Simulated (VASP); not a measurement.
# Ta2N (P-3m1) in VASP: a series of runs, part 2 of 2

VASP 6.6.1. Earlier steps stand in the parts before.

### 3 Single point, PBEsol (12.93 Å³/atom)

This run uses another cell than the first one, of 12.93 Å³/atom.

Contents of INCAR:

```
SYSTEM = Ta2N
  PREC = Accurate
  ENCUT = 520
  EDIFF = 1E-6
  ISMEAR = 0
  SIGMA = 0.15
  LREAL = .FALSE.
  LASPH = .TRUE.
  NELM = 100
  ALGO = Normal
  ISIF = 2
  LWAVE = .FALSE.
  LCHARG = .TRUE.
  GGA = PS
  LELF = .TRUE.
  LVHAR = .TRUE.
  NBANDS = 20
```

Contents of KPOINTS:

```
regular mesh
0
G
  18 18 10
  0 0 0
```

Contents of POSCAR:

```
Ta2N
1.0
    3.0884168710      0.0000000000      0.0000000000
   -1.5442084355      2.6746474677      0.0000000000
    0.0000000000      0.0000000000      4.6962466940
Ta N
2 1
Direct
    0.6666666667      0.3333333333      0.7463700642
    0.3333333333      0.6666666667      0.2536299358
    0.0000000000      0.0000000000      0.0000000000
```

Potentials or basis: VASP PAW PBE potentials, release 64 (Ta_pv, N).

Launch:

```bash
$ cat potpaw_PBE.64/Ta_pv/POTCAR potpaw_PBE.64/N/POTCAR > POTCAR
$ mpirun -np 1 vasp_std > vasp.out
```

OUTCAR:

```text
SYSTEM = Ta2N
   PREC = Accurate
   ENCUT = 520
   EDIFF = 1E-6
   ISMEAR = 0
   LREAL = .FALSE.
   LASPH = .TRUE.
   NELM = 100
   ISIF = 2
   GGA = PS

 ion  position               nearest neighbor table
   1  0.667  0.333  0.746-   3 2.14   3 2.14   3 2.14   2 2.92   2 2.92   2 2.92   2 2.98   2 2.98
                             2 2.98
   2  0.333  0.667  0.254-   3 2.14   3 2.14   3 2.14   1 2.92   1 2.92   1 2.92   1 2.98   1 2.98
                             1 2.98
   3  0.000  0.000  0.000-   1 2.14   2 2.14   2 2.14   1 2.14   1 2.14   2 2.14

  LATTYP: Found a hexagonal cell.
 ALAT       =     3.0884168710
 C/A-ratio  =     1.5206000000

  Lattice vectors:

 A1 = (   3.0884168710,   0.0000000000,   0.0000000000)
 A2 = (  -1.5442084355,   2.6746474677,   0.0000000000)
 A3 = (   0.0000000000,   0.0000000000,   4.6962466940)

Analysis of symmetry for initial positions (statically):
=====================================================================
 Subroutine PRICEL returns:
 Original cell was already a primitive cell.

 Routine SETGRP: Setting up the symmetry group for a
 hexagonal supercell.

 Subroutine GETGRP returns: Found 12 space group operations
 (whereof 12 operations were pure point group operations)
 out of a pool of 24 trial point group operations.

The static configuration has the point symmetry D_3d.

Analysis of symmetry for dynamics (positions and initial velocities):
=====================================================================
 Subroutine PRICEL returns:
 Original cell was already a primitive cell.

 Routine SETGRP: Setting up the symmetry group for a
 hexagonal supercell.

 Subroutine GETGRP returns: Found 12 space group operations
 (whereof 12 operations were pure point group operations)
 out of a pool of 24 trial point group operations.

The dynamic configuration has the point symmetry D_3d.

 Subroutine INISYM returns: Found 12 space group operations
 (whereof 12 operations are pure point group operations),
 and found     1 'primitive' translations

----------------------------------------------------------------------------------------

                                     Primitive cell

  volume of cell :      38.7930

  direct lattice vectors                    reciprocal lattice vectors
     3.088416871  0.000000000  0.000000000     0.323790486  0.186940524  0.000000000
    -1.544208436  2.674647468  0.000000000     0.000000000  0.373881049  0.000000000
     0.000000000  0.000000000  4.696246694     0.000000000  0.000000000  0.212936003

  length of vectors
     3.088416871  3.088416871  4.696246694     0.373881049  0.373881049  0.212936003

  position of ions in fractional coordinates (direct lattice)
     0.666666667  0.333333333  0.746370064
     0.333333333  0.666666667  0.253629936
     0.000000000  0.000000000  0.000000000

  ion indices of the primitive-cell ions
   primitive index   ion index
                 1           1
                 2           2
                 3           3

----------------------------------------------------------------------------------------

 KPOINTS: regular mesh

Automatic generation of k-mesh.
 Grid dimensions read from file:
 generate k-points for:   18   18   10

 Generating k-lattice:

  Cartesian coordinates                     Fractional coordinates (reciprocal lattice)
     0.017988360  0.010385585  0.000000000     0.055555556  0.000000000  0.000000000
     0.000000000  0.020771169  0.000000000     0.000000000  0.055555556  0.000000000
     0.000000000  0.000000000  0.021293600     0.000000000  0.000000000  0.100000000

  Length of vectors
     0.020771169  0.020771169  0.021293600

  Shift w.r.t. Gamma in fractional coordinates (k-lattice)
     0.000000000  0.000000000  0.000000000

 Subroutine IBZKPT returns following result:
 ===========================================

 Found    330 irreducible k-points:

 Following reciprocal coordinates:
            Coordinates               Weight
  0.000000  0.000000  0.000000      1.000000
  0.055556  0.000000  0.000000      6.000000
  0.111111  0.000000  0.000000      6.000000
  0.166667  0.000000  0.000000      6.000000
  0.222222  0.000000  0.000000      6.000000
  0.277778  0.000000  0.000000      6.000000
[... 16 lines left out ...]
  0.333333  0.111111  0.000000     12.000000
  0.388889  0.111111  0.000000     12.000000
 [... further k-points ...]
   k-points           NKPTS =    330   k-points in BZ     NKDIM =    330   number of bands    NBANDS=     20
   number of dos      NEDOS =    301   number of ions     NIONS =      3
   total plane-waves  NPLWV =  20736
   dimension x,y,z NGX =    24 NGY =   24 NGZ =   36
   dimension x,y,z NGXF=    48 NGYF=   48 NGZF=   72
   ions per type =               2   1
   NGX,Y,Z   is equivalent  to a cutoff of  12.92, 12.92, 12.74 a.u.
   NGXF,Y,Z  is equivalent  to a cutoff of  25.84, 25.84, 25.49 a.u.
 SYSTEM =  Ta2N
   PREC   = accura    normal or accurate (medium, high low for compatibility)
   ISTART =      0    job   : 0-new  1-cont  2-samecut
   ICHARG =      2    charge: 1-file 2-atom 10-const
   ISPIN  =      1    spin polarized calculation?
   LNONCOLLINEAR =      F non collinear calculations
   LSORBIT =      F    spin-orbit coupling
   LASPH  =      T    aspherical Exc in radial PAW
   ENCUT  =  520.0 eV  38.22 Ry    6.18 a.u.   5.74  5.74  8.73*2*pi/ulx,y,z
   NELM   =    100;   NELMIN=  2; NELMDL= -5     # of ELM steps
   EDIFF  = 0.1E-05   stopping-criterion for ELM
   LREAL  =      F    real-space projection
[... 7 lines left out ...]
   TEBEG  =    0.0;   TEEND  =   0.0 temperature during run
   PSTRESS=    0.0 pullay stress
   NELECT =      27.0000    total number of electrons
   NUPDOWN=      -1.0000    fix difference up-down
   EMIN   =  10.00;   EMAX   =-10.00  energy-range for DOS
   EFERMI =   0.00;   METHOD = LEGACY
   ISMEAR =     0;   SIGMA  =   0.15  broadening in eV -4-tet -1-fermi 0-gaus
   EFERMI_NEDOS =   21; number of points for ismear=-14 and -15
   IALGO  =     38    algorithm
   IMIX   =      4    mixing-type and parameters
     AMIX     =   0.40;   BMIX     =  1.00
     AMIX_MAG =   1.60;   BMIX_MAG =  1.00
  volume/ion in A,a.u.               =      12.93        87.26
  Fermi-wavevector in a.u.,A,eV,Ry     =   1.450814  2.741640 28.638362  2.104860
  Thomas-Fermi vector in A             =   2.568383
   LORBIT       =      0    0 simple, 1 ext, 2 COOP (PROOUT), +10 PAW based schemes
   GGA     = PS    functional components
   LHFCALC =     F    Hartree Fock is set to
   AEXX    =    0.0000 exact exchange contribution
   IVDW    =     0    specifies the selected vdW correction
   LEPSILON=     F    determine dielectric tensor
   LRPA    =     F    only Hartree local field effects (RPA)
 non-spin polarized calculation
 Gauss-broadening in eV      SIGMA  =   0.15
  energy-cutoff  :      520.00
  volume of cell :       38.79
 maximum number of plane-waves:      1064
 NGX is ok and might be reduce to    24
   NGX = 11   NGY = 11   NGZ = 17

 number of electron      27.0000000 magnetization

 Free energy of the ion-electron system (eV)
  ---------------------------------------------------
  ext. energy  EPLUGINS =         0.00000000
  ---------------------------------------------------
  free energy    TOTEN  =       -36.46291990 eV

  energy without entropy =      -36.45058472  energy(sigma->0) =      -36.45675231

 E-fermi :   7.7635     XC(G=0): -13.2484

 val. band max:        7.7612895291   @ k =  -0.2222  -0.4444   0.3000
 cond. band min:       7.7684063968   @ k =   0.2778   0.0556   0.5000
 fundamental gap:      0.0071168677
 Fermi energy:         7.7635036629

 k-point     1 :       0.0000    0.0000    0.0000
  band No.  band energies     occupation
      1     -27.8645      2.00000
      2     -27.0143      2.00000
      3     -27.0143      2.00000
      4     -26.8432      2.00000
      5     -26.8432      2.00000
      6     -26.6494      2.00000
[... 12 lines left out ...]
     19       9.0589      0.00000
     20      13.1754      0.00000
[... 507 lines left out ...]
 k-point    24 :       0.3889    0.1111    0.0000
  band No.  band energies     occupation
      1     -27.6864      2.00000
      2     -27.4260      2.00000
      3     -27.3444      2.00000
      4     -27.2671      2.00000
      5     -26.9625      2.00000
      6     -26.9547      2.00000
[... 12 lines left out ...]
     19      12.7000      0.00000
     20      12.9591      0.00000

 [... further k-points ...]

------------------------ aborting loop because EDIFF is reached ----------------------------------------

  FORCE on cell =-STRESS in cart. coord.  units (eV):
  Direction    XX          YY          ZZ          XY          YZ          ZX
  --------------------------------------------------------------------------------------
  -------------------------------------------------------------------------------------
  Total        1.1754634      1.1754634      2.9276866      0.0000000     -0.0000000      0.0000000
  in kB       48.5474409     48.5474409    120.9154506      0.0000000     -0.0000000      0.0000000
  external PRESSURE =      72.6701108 kB  Pullay stress =       0.0000000 kB

 VOLUME and BASIS-vectors are now :
 -----------------------------------------------------------------------------
  energy-cutoff  :      520.00
  volume of cell :       38.79
      direct lattice vectors                 reciprocal lattice vectors
     3.088416871  0.000000000  0.000000000     0.323790486  0.186940524  0.000000000
    -1.544208436  2.674647468  0.000000000     0.000000000  0.373881049  0.000000000
     0.000000000  0.000000000  4.696246694     0.000000000  0.000000000  0.212936003

 POSITION                                       TOTAL-FORCE (eV/Angst)
 -----------------------------------------------------------------------------------
      1.54421      0.89155      3.50514        -0.000000     -0.000000      0.029384
     -0.00000      1.78310      1.19111         0.000000      0.000000     -0.029384
      0.00000      0.00000      0.00000        -0.000000      0.000000      0.000000
 -----------------------------------------------------------------------------------
    total drift:                                0.000000     -0.000000      0.000000

  FREE ENERGIE OF THE ION-ELECTRON SYSTEM (eV)
  ---------------------------------------------------
  free  energy   TOTEN  =       -36.4629198994 eV

  energy  without entropy=      -36.4505847154  energy(sigma->0) =      -36.45675231
```

Wall time 3.7 min (1 thread of Intel Xeon Platinum 8175M at 2.50GHz (Skylake/Cascade Lake), shared host); peak memory 0.34 GiB.

What came out:

- Free energy: -36.4629 eV
- Pressure: 7.3 GPa
- Largest force: 0.029 eV/Å
- Band gap on the k mesh: zero (an odd number of electrons rules out a gap without spin polarisation)

Forces in eV/Å, atoms in the order of the input:
```
Ta   0.000  0.000  0.029
Ta   0.000  0.000 -0.029
N    0.000  0.000  0.000
```

Stress tensor (GPa, compression positive):
```
 4.85  0.00  0.00
 0.00  4.85  0.00
 0.00  0.00 12.09
```

Levels at points of the mesh, in eV from the Fermi level:
```tsv
k point	band 11	band 12	band 13	band 14	band 15	band 16
(0.00, 0.00, 0.00)	-4.80	-0.43	-0.24	-0.24	0.09	0.09
(0.50, 0.00, 0.00)	-4.79	-2.69	-1.34	1.82	2.32	3.85
(0.00, 0.00, 0.50)	-2.71	-2.50	-1.33	-1.33	2.07	2.11
(0.50, 0.00, 0.50)	-3.35	-2.15	-2.10	-0.04	0.73	3.29
```

Caveat: the cell stands under pressure; the PAW data sets were made with another functional, which shifts forces and pressure a little; spin-orbit coupling is left out, which moves the levels of the heavy elements.
